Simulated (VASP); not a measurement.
# La2NbO5 (I-4m2) in VASP: notebook, part 3 of 3

VASP 6.6.1.

### 5 Relaxation of cell and atoms, PBE

This run uses another cell than the first one, of 15.52 Å³/atom.

File INCAR:

```
SYSTEM = La2NbO5
PREC = Accurate ; ENCUT = 600
EDIFF = 1E-6 ; ISMEAR = 0
SIGMA = 0.15 ; LREAL = .False.
LASPH = .True. ; NELM = 80
ALGO = Normal ; ISIF = 3
LWAVE = .False. ; LCHARG = .False.
GGA = PE ; IBRION = 2
NSW = 36 ; EDIFFG = -0.08
```

File KPOINTS:

```
Automatic mesh
0
Gamma
  3 3 3
  0 0 0
```

File POSCAR:

```
La2NbO5
1.0
   -2.6668984100      2.6668984100      4.3637340200
    2.6668984100     -2.6668984100      4.3637340200
    2.6668984100      2.6668984100     -4.3637340200
La Nb O
2 1 5
Direct
    0.2500000000      0.7500000000      0.5000000000
    0.0000000000      0.0000000000      0.0000000000
    0.7500000000      0.2500000000      0.5000000000
    0.7335966900      0.7335966900      0.0000000000
    0.2664033100      0.2664033100      0.0000000000
    0.5473848600      0.0473848600      0.5000000000
    0.9526151400      0.4526151400      0.5000000000
    0.5000000000      0.5000000000      0.0000000000
```

Run with:

```sh
$ cat potpaw_PBE.64/La/POTCAR potpaw_PBE.64/Nb_sv/POTCAR potpaw_PBE.64/O/POTCAR > POTCAR
$ mpirun -np 1 vasp_std > vasp.out
```

Run time: 17 min. Hardware: 1 thread of Intel Xeon 6975P-C (Granite Rapids), shared host; peak memory 0.39 GiB.

It converged, with:

```yaml
Free_energy: -62.0935 eV
Relaxed_volume: 15.39 Å³/atom
Relaxed_cell: a = 6.766 Å, b = 6.766 Å, c = 6.766 Å, α = 140.73°, β = 140.73°, γ = 56.74°
Space_group_after_relaxing_to_0.1_Å: I-4m2 (No. 119)
Energy_gained_by_relaxing: 642.9 meV/atom
Ionic_steps: 25
Pressure_after_relaxing: -0.1 GPa
Largest_force_after_relaxing: 0.069 eV/Å
Band_gap_on_the_k_mesh: zero (an odd number of electrons rules out a gap without spin polarisation)
```

Forces on the atoms (eV/Å):
```
La   0.000  0.000  0.000
La   0.000  0.000  0.000
Nb   0.000  0.000  0.000
O    0.000  0.000 -0.069
O    0.000  0.000  0.069
O    0.000  0.000 -0.009
O    0.000  0.000  0.009
O    0.000  0.000  0.000
```

Stress tensor (GPa, compression positive):
```
-0.27  0.00  0.00
 0.00 -0.27  0.00
 0.00  0.00  0.21
```

Step by step:
```tsv
step	energy change (eV)	largest force (eV/Å)	pressure (GPa)	volume (Å³)
1	0.0000	5.5566	3.66	124.15
2	-0.6255	2.0771	-14.32	129.49
3	-0.7041	2.0892	-13.75	128.99
4	-0.7939	2.0819	-13.04	128.47
5	-1.0582	1.8746	-8.54	126.46
6	-1.9659	1.4339	1.05	114.44
7	-2.0873	1.4380	7.48	109.52
8	-2.6621	1.7787	8.60	108.76
9	-2.8011	2.1986	10.98	107.94
10	-3.4639	2.5485	-1.77	117.81
11	-3.5531	2.6890	-6.24	122.53
12	-4.2324	2.1228	-5.67	123.99
13	-1.6172	14.5590	14.28	128.34
14	-4.4715	1.2782	-4.55	124.57
15	-4.5719	0.4528	-2.30	125.48
16	-4.8773	1.8651	1.53	123.69
17	-4.8889	2.4855	3.08	123.05
18	-5.0707	0.3183	-1.71	124.25
19	-5.1123	0.4313	-0.48	123.93
20	-5.1122	0.3971	-0.53	123.94
21	-5.1243	0.3085	-0.20	123.47
22	-5.1383	0.1753	0.78	122.18
23	-5.1415	0.1651	-0.24	122.89
24	-5.1415	0.1628	-0.10	122.89
25	-5.1430	0.0686	-0.11	123.09
```

Final structure:
```
La Nb O
1.0
    -2.27346    2.27346    5.95368
     2.27346   -2.27346    5.95368
     2.27346    2.27346   -5.95368
La Nb O
2 1 5
Direct
  0.25000 0.75000 0.50000
  0.00000 0.00000 0.00000
  0.75000 0.25000 0.50000
  0.78215 0.78215 0.00000
  0.21785 0.21785 0.00000
  0.59210 0.09210 0.50000
  0.90790 0.40790 0.50000
  0.50000 0.50000 0.00000
```

Levels at points of the mesh, in eV from the Fermi level:
| k point | band 29 | band 30 | band 31 | band 32 | band 33 | band 34 | band 35 | band 36 | band 37 | band 38 |
| --- | --- | --- | --- | --- | --- | --- | --- | --- | --- | --- |
| (0.00, 0.00, 0.00) | -2.95 | -2.11 | -0.62 | -0.22 | -0.22 | 1.07 | 1.68 | 1.76 | 1.76 | 2.18 |

Caveat: the k points lie up to 0.49 Å⁻¹ apart in the final cell, too coarse for converged energies and pressures of a metal; a cell axis changed by over 15 % at a fixed basis, so the end point is rough; spin-orbit coupling is left out, which moves the levels of the heavy elements; an odd number of electrons without spin polarisation forces a metal; a magnetic or distorted state may lie lower; the relaxation stopped at a loose force limit of 0.08 eV/Å, so its end isn't a converged minimum.

### 6 Relaxation of cell and atoms, PBE (with an interstitial atom)

File INCAR:

```
  PREC = Accurate
  ENCUT = 600
  EDIFF = 1E-7
  ISMEAR = 0
  SIGMA = 0.15
  LREAL = F
  LASPH = T
  NELM = 100
  ALGO = Normal
  ISIF = 3
  LWAVE = F
  LCHARG = F
  GGA = PE
  IBRION = 2
  NSW = 36
  EDIFFG = -0.08
```

File KPOINTS:

```
Automatic mesh
0
Gamma
  4 4 4
```

File POSCAR:

```
La2NbO5
1.0
   -2.0250000000      2.0250000000      7.1500000000
    2.0250000000     -2.0250000000      7.1500000000
    2.0250000000      2.0250000000     -7.1500000000
La Nb O
2 1 5
Direct
    0.3550000000      0.3550000000      0.0000000000
    0.6450000000      0.6450000000      0.0000000000
    0.0000000000      0.0000000000      0.0000000000
    0.0000000000      0.5000000000      0.5000000000
    0.5000000000      0.0000000000      0.5000000000
    0.1550000000      0.1550000000      0.0000000000
    0.8450000000      0.8450000000      0.0000000000
    0.2500000000      0.7500000000      0.5000000000
```

Potentials or basis: VASP PAW PBE potentials, release 64 (La, Nb_sv, O).

Run with:

```sh
$ cat potpaw_PBE.64/La/POTCAR potpaw_PBE.64/Nb_sv/POTCAR potpaw_PBE.64/O/POTCAR > POTCAR
$ mpirun -np 1 vasp_std > vasp.out
```

Run time: 37 min. Hardware: 1 thread of Intel Xeon 6975P-C (Granite Rapids), shared host; peak memory 0.74 GiB.

Results (log left out):

```yaml
Free_energy: -68.0976 eV
Relaxed_volume: 14.08 Å³/atom
Relaxed_cell: a = 7.399 Å, b = 7.399 Å, c = 7.399 Å, α = 148.12°, β = 148.12°, γ = 45.71°
Space_group_after_relaxing_to_0.1_Å: I-4m2 (No. 119)
Energy_gained_by_relaxing: 175.6 meV/atom
Ionic_steps: 13
Pressure_after_relaxing: -0.2 GPa
Largest_force_after_relaxing: 0.068 eV/Å
Band_gap_on_the_k_mesh: zero (an odd number of electrons rules out a gap without spin polarisation)
```

Forces in eV/Å, atoms in the order of the input:
```
La   0.000  0.000  0.057
La   0.000  0.000 -0.057
Nb   0.000  0.000  0.000
O    0.000  0.000 -0.068
O    0.000  0.000  0.068
O    0.000  0.000 -0.019
O    0.000  0.000  0.019
O    0.000  0.000  0.000
```

Stress tensor (GPa, compression positive):
```
-0.40  0.00  0.00
 0.00 -0.40  0.00
 0.00  0.00  0.26
```

Step by step:
| step | energy change (eV) | largest force (eV/Å) | pressure (GPa) | volume (Å³) |
| --- | --- | --- | --- | --- |
| 1 | 0.0000 | 2.9192 | -9.53 | 117.28 |
| 2 | -0.9128 | 0.7155 | 15.44 | 103.01 |
| 3 | -1.0320 | 1.1846 | 7.04 | 106.38 |
| 4 | -1.0344 | 1.1328 | 7.96 | 105.97 |
| 5 | -1.2368 | 1.9049 | 3.17 | 111.50 |
| 6 | -1.3049 | 0.8333 | 4.11 | 109.65 |
| 7 | -1.3167 | 0.6845 | -5.01 | 115.24 |
| 8 | -1.3655 | 0.4409 | -0.97 | 112.52 |
| 9 | -1.3860 | 0.2592 | -0.34 | 112.17 |
| 10 | -1.3956 | 0.2160 | 0.48 | 111.74 |
| 11 | -1.4016 | 0.1073 | 0.09 | 112.29 |
| 12 | -1.4020 | 0.0922 | -0.06 | 112.48 |
| 13 | -1.4049 | 0.0682 | -0.18 | 112.61 |

Final structure:
```
La Nb O
1.0
    -2.03206    2.03206    6.81770
     2.03206   -2.03206    6.81770
     2.03206    2.03206   -6.81770
La Nb O
2 1 5
Direct
  0.33929 0.33929 0.00000
  0.66071 0.66071 0.00000
  0.00000 0.00000 0.00000
  0.99428 0.49428 0.50000
  0.50572 0.00572 0.50000
  0.14365 0.14365 0.00000
  0.85635 0.85635 0.00000
  0.25000 0.75000 0.50000
```

Levels at points of the mesh, in eV from the Fermi level:
| k point | band 30 | band 31 | band 32 | band 33 | band 34 | band 35 | band 36 | band 37 |
| --- | --- | --- | --- | --- | --- | --- | --- | --- |
| (0.00, 0.00, 0.00) | -3.45 | -3.45 | -3.31 | -1.24 | -0.31 | 0.58 | 0.58 | 1.28 |
| (0.50, 0.00, 0.00) | -3.31 | -3.31 | -2.68 | 0.38 | 0.52 | 1.18 | 1.48 | 1.55 |
| (0.50, 0.50, 0.00) | -3.52 | -3.14 | -2.51 | -0.03 | 1.47 | 1.50 | 1.57 | 1.58 |
| (0.50, 0.50, 0.50) | -3.89 | -3.15 | -3.15 | -1.23 | -0.34 | 0.43 | 0.43 | 1.26 |

Caveat: the k points lie up to 0.40 Å⁻¹ apart in the final cell, too coarse for converged energies and pressures of a metal; the cell differs from its parent crystal (with an interstitial atom); spin-orbit coupling is left out, which moves the levels of the heavy elements; an odd number of electrons without spin polarisation forces a metal; a magnetic or distorted state may lie lower; the relaxation stopped at a loose force limit of 0.08 eV/Å, so its end isn't a converged minimum.

### 7 Summary

```tsv
task	cell	k mesh	cutoff (eV)	smearing	gap on the mesh (eV)	pressure (GPa)	relaxed volume (Å³/atom)	largest force (eV/Å)
single point	a = 7.629 Å, angles 149.5, 149.5, 43.7°, 8 atoms, atomic positions A	12 × 12 × 12	520	gaussian 0.1 eV	none	-0.3	-	0.01
single point	a = 7.072 Å, angles 143.0, 143.0, 53.4°, 8 atoms, atomic positions B	3 × 3 × 3	520	gaussian 0.15 eV	none	0.1	-	0.03
single point	a = 7.633 Å, angles 149.5, 149.5, 43.7°, 8 atoms, atomic positions C	4 × 4 × 4	520	gaussian 0.15 eV	none	-0.2	-	0.05
relaxation of cell and atoms	relaxed from a = 5.768 Å, angles 124.9, 124.9, 81.7°, 8 atoms, atomic positions D	3 × 3 × 3	600	gaussian 0.15 eV	none	-0.1	15.39	0.07
relaxation of cell and atoms	relaxed from a = 7.702 Å, angles 149.5, 149.5, 43.7°, 8 atoms, atomic positions E	4 × 4 × 4	600	gaussian 0.15 eV	none	-0.2	14.08	0.07
```

Alike in all rows: level PBE; potentials or basis VASP PAW PBE potentials, release 64 (La, Nb_sv, O); no spin polarisation.

Caveats: some runs use coarse meshes; spin-orbit coupling is left out, which moves the levels of the heavy elements; an odd number of electrons without spin polarisation forces a metal; a magnetic or distorted state may lie lower; the relaxation stopped at a loose force limit of 0.08 eV/Å, so its end isn't a converged minimum (at least some runs); a cell axis changed by over 15 % at a fixed basis, so the end point is rough (at least some runs).

Absolute energies hang on the potentials; compare differences alone.
